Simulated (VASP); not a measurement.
Set up this calculation in VASP 6.6.1, as the native input.

```yaml
Task: electric field gradients
Functional: PBEsol
Potentials_or_basis: VASP PAW PBE potentials, release 64 (Mo_sv, S)
Cutoff: 520 eV
k_mesh: 13 × 13 × 13
Occupations: fermi-dirac, width 0.05 eV
Spin: no spin polarisation
Dipole_correction: no
Further_INCAR_settings: ALGO = Normal; EDIFF = 1e-08; NBANDS = 20
```

The structure of MoS2 lies in POSCAR:

```
MoS2
1.0
    1.5762110184      0.9100258558      6.1028504825
   -1.5762110184      0.9100258558      6.1028504825
    0.0000000000     -1.8200517116      6.1028504825
Mo S
1 2
Direct
    0.0000000000      0.0000000000      0.0000000000
    0.7484000000      0.7484000000      0.7484000000
    0.5849000000      0.5849000000      0.5849000000
```

One way to write it, as run:

INCAR

```
ALGO = Normal ; EDIFF = 1E-8
ENCUT = 520 ; GGA = PS
ISIF = 2 ; ISMEAR = -1
LASPH = True ; LCHARG = False
LEFG = True ; LREAL = False
LWAVE = False ; NBANDS = 20
NELM = 60 ; PREC = Accurate
SIGMA = 0.05
```

KPOINTS

```
k-points
0
Gamma
  13 13 13
```

Potentials or basis: VASP PAW PBE potentials, release 64 (Mo_sv, S).

The run is started by

```sh
$ cat potpaw_PBE.64/Mo_sv/POTCAR potpaw_PBE.64/S/POTCAR > POTCAR
$ mpirun -np 1 vasp_std > vasp.out
```

It gave:

```
Pressure                                : 5.9 GPa
Largest force                           : 1.202 eV/Å
Band gap on the k mesh                  : 0.74 eV (least direct gap 1.84 eV)
Largest electric field gradient by atom : Mo -94.7; S -63.8, -62.3 V/Å²
```

Caveat: the stress differs along the axes, from 3 to 11 GPa; semilocal functionals underestimate gaps, and a narrow one can read as zero; without QUAD_EFG the Cq values of the log hold for a quadrupole moment of 1 mb, not for the nuclei; the PAW data sets were made with another functional, which shifts forces and pressure a little.

It took 10 min on 1 thread of Intel(R) Xeon(R) Platinum 8259CL CPU @ 2.50GHz (Skylake/Cascade Lake), with other jobs on the host, peak memory 0.47 GiB.
